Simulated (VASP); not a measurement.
**Si16HC16 (a cell with a defect): relaxation of the atoms with PBE**

Si16HC16 (a cell with a defect):

```
CELL_PARAMETERS angstrom
-4.37971 4.37971 -4.37971
4.37971 4.37971 4.37971
4.37971 -4.37971 -4.37971
ATOMIC_POSITIONS crystal
Si 0.00000 0.00000 0.75000
Si 0.00000 0.25000 0.50000
Si 0.00000 0.50000 0.25000
Si 0.00000 0.75000 0.00000
Si 0.25000 0.00000 0.50000
Si 0.25000 0.25000 0.25000
Si 0.25000 0.50000 0.00000
Si 0.25000 0.75000 0.75000
Si 0.50000 0.00000 0.25000
Si 0.50000 0.25000 0.00000
Si 0.50000 0.50000 0.75000
Si 0.50000 0.75000 0.50000
Si 0.75000 0.00000 0.00000
Si 0.75000 0.25000 0.75000
Si 0.75000 0.50000 0.50000
Si 0.75000 0.75000 0.25000
C 0.00000 0.00000 0.00000
C 0.00000 0.25000 0.75000
C 0.00000 0.50000 0.50000
C 0.00000 0.75000 0.25000
C 0.25000 0.00000 0.75000
C 0.25000 0.25000 0.50000
C 0.25000 0.50000 0.25000
C 0.25000 0.75000 0.00000
C 0.50000 0.00000 0.50000
C 0.50000 0.25000 0.25000
C 0.50000 0.50000 0.00000
C 0.50000 0.75000 0.75000
C 0.75000 0.00000 0.25000
C 0.75000 0.25000 0.00000
C 0.75000 0.50000 0.75000
C 0.75000 0.75000 0.50000
H 0.00000 0.50000 0.00000
```

```yaml
Program: VASP 6.6.1
Task: relaxation of the atoms
Functional: PBE
Potentials_or_basis: VASP PAW PBE potentials, release 64 (Si, C, H)
Cutoff: 520 eV
k_mesh: 1 × 1 × 1, shifted
Occupations: fermi-dirac, width 0.01 eV
Spin: no spin polarisation
Dipole_correction: no
Charge: -1
Further_INCAR_settings: LREAL = Auto; ALGO = Normal; EDIFF = 1e-07; IBRION = 2; EDIFFG = -0.02; NSW = 90; NELECT = 130.0
```

```
Energy gained by relaxing    : 16.7 meV/atom
Ionic steps                  : 8
Largest force after relaxing : 0.017 eV/Å
```

Forces in eV/Å, atoms in the order of the input:
```
Si   0.017  0.000  0.000
Si   0.017  0.000  0.000
Si  -0.004  0.004  0.004
Si  -0.004 -0.004 -0.004
Si  -0.017  0.000  0.000
Si   0.000  0.000  0.017
Si   0.004 -0.004  0.004
Si   0.000 -0.017  0.000
Si   0.000 -0.017  0.000
Si   0.000  0.017  0.000
Si   0.000  0.000 -0.017
Si   0.000  0.000  0.017
Si   0.000  0.017  0.000
Si   0.004  0.004 -0.004
Si   0.000  0.000 -0.017
Si  -0.017  0.000  0.000
C    0.004  0.004  0.004
C   -0.006  0.000  0.000
C    0.004 -0.004 -0.004
C    0.006  0.000  0.000
C    0.000  0.000  0.000
C    0.000  0.000  0.000
C    0.000  0.000 -0.006
C    0.000  0.006  0.000
C   -0.004 -0.004  0.004
C    0.000  0.000  0.000
C   -0.004  0.004 -0.004
C    0.000  0.000  0.000
C    0.000  0.000  0.000
C    0.000 -0.006  0.000
C    0.000  0.000  0.006
C    0.000  0.000  0.000
H    0.000  0.000  0.000
```

The path:
| step | energy change (eV) | largest force (eV/Å) | pressure (GPa) |
| --- | --- | --- | --- |
| 1 | 0.0000 | 2.1076 | 7.34 |
| 2 | -0.3025 | 0.9705 | 7.77 |
| 3 | -0.4782 | 0.4401 | 7.43 |
| 4 | -0.5387 | 0.2952 | 7.39 |
| 5 | -0.5388 | 0.3032 | 7.39 |
| 6 | -0.5497 | 0.0421 | 7.31 |
| 7 | -0.5497 | 0.0433 | 7.31 |
| 8 | -0.5499 | 0.0174 | 7.30 |

Final structure:
```
CELL_PARAMETERS angstrom
-4.37971 4.37971 -4.37971
4.37971 4.37971 4.37971
4.37971 -4.37971 -4.37971
ATOMIC_POSITIONS crystal
Si 0.00000 0.99860 0.74998
Si 0.00000 0.24998 0.49860
Si 0.00000 0.50000 0.23923
Si 0.00000 0.73923 0.00000
Si 0.25138 0.00140 0.50140
Si 0.25002 0.24862 0.25002
Si 0.23923 0.50000 0.00000
Si 0.25002 0.75002 0.74862
Si 0.50140 0.00140 0.25138
Si 0.49860 0.24998 0.00000
Si 0.49860 0.50000 0.74998
Si 0.50140 0.75138 0.50140
Si 0.74998 0.99860 0.00000
Si 0.76077 0.26077 0.76077
Si 0.74998 0.50000 0.49860
Si 0.74862 0.75002 0.25002
C 0.00000 0.99787 0.00000
C 0.00000 0.24402 0.74402
C 0.00000 0.50000 0.49787
C 0.00000 0.75598 0.25598
C 0.25000 0.00000 0.75000
C 0.25000 0.25000 0.50000
C 0.25598 0.50000 0.25598
C 0.25598 0.75598 0.00000
C 0.50213 0.00213 0.50213
C 0.50000 0.25000 0.25000
C 0.49787 0.50000 0.00000
C 0.50000 0.75000 0.75000
C 0.75000 0.00000 0.25000
C 0.74402 0.24402 0.00000
C 0.74402 0.50000 0.74402
C 0.75000 0.75000 0.50000
H 0.00000 0.50000 0.00000
```

Levels at points of the mesh, in eV from the Fermi level:
| k point | band 62 | band 63 | band 64 | band 65 | band 66 | band 67 | band 68 | band 69 |
| --- | --- | --- | --- | --- | --- | --- | --- | --- |
| (0.25, 0.25, 0.25) | -0.76 | -0.76 | -0.76 | -0.28 | 3.37 | 3.37 | 3.37 | 3.40 |

It took 7 min on 1 thread of Oxide Virtual Turin-like Processor, with other jobs on the host, peak memory 0.42 GiB.

Caveat: the k points lie up to 1.01 Å⁻¹ apart, too coarse for converged energies, forces and pressures; the cell carries a net charge on a neutralising background, which shifts energy and pressure; the cell is charged against a uniform background, so pressure and absolute levels hang on convention.
